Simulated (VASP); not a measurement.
Input of a VASP 6.6.1 run:

POSCAR

```
MgO
1.0
    0.0000000000      2.1021086852      2.0075137944
    2.1021086852      0.0000000000      2.0075137944
    2.1021086852      2.1021086852      0.0000000000
Mg O
1 1
Direct
    0.0000000000      0.0000000000      0.0000000000
    0.5000000000      0.5000000000      0.5000000000
```

INCAR.step1

```
PREC = Accurate
ENCUT = 520
ISMEAR = 0
SIGMA = 0.05
LREAL = F
LASPH = T
NELM = 100
NBANDS = 11
GGA = PE
ALGO = Normal
EDIFF = 1E-4
LWAVE = T
LCHARG = F
```

File INCAR.step2:

```
PREC = Accurate
ENCUT = 520
EDIFF = 1E-7
ISMEAR = 0
SIGMA = 0.05
LREAL = F
LASPH = T
NELM = 100
ALGO = Normal
ISIF = 2
LWAVE = F
LCHARG = F
METAGGA = R2SCAN
LMIXTAU = T
NBANDS = 11
ISTART = 1
```

The input KPOINTS:

```
regular mesh
0
Gamma
  10 10 10
```

Potentials or basis: VASP PAW PBE potentials, release 64 (Mg, O).

Command:

```bash
$ cat potpaw_PBE.64/Mg/POTCAR potpaw_PBE.64/O/POTCAR > POTCAR
$ cp INCAR.step1 INCAR
$ mpirun -np 1 vasp_std > vasp.out
$ cp INCAR.step2 INCAR
$ mpirun -np 1 vasp_std > vasp.out
```

**Question.** Estimate the pressure.

**Answer.** 8.2 GPa.

**Question.** Predict the band gap on the k mesh.

**Answer.** 6.09 eV, direct.

Stress tensor (GPa, compression positive):
```
 3.53  0.00  0.00
 0.00  3.53  0.00
 0.00  0.00 17.50
```

Caveat: the cell differs from its parent crystal (strain -0.0450 x Voigt [0, 0, 1, 0, 0, 0]); the PAW data sets were made with another functional, which shifts forces and pressure a little.
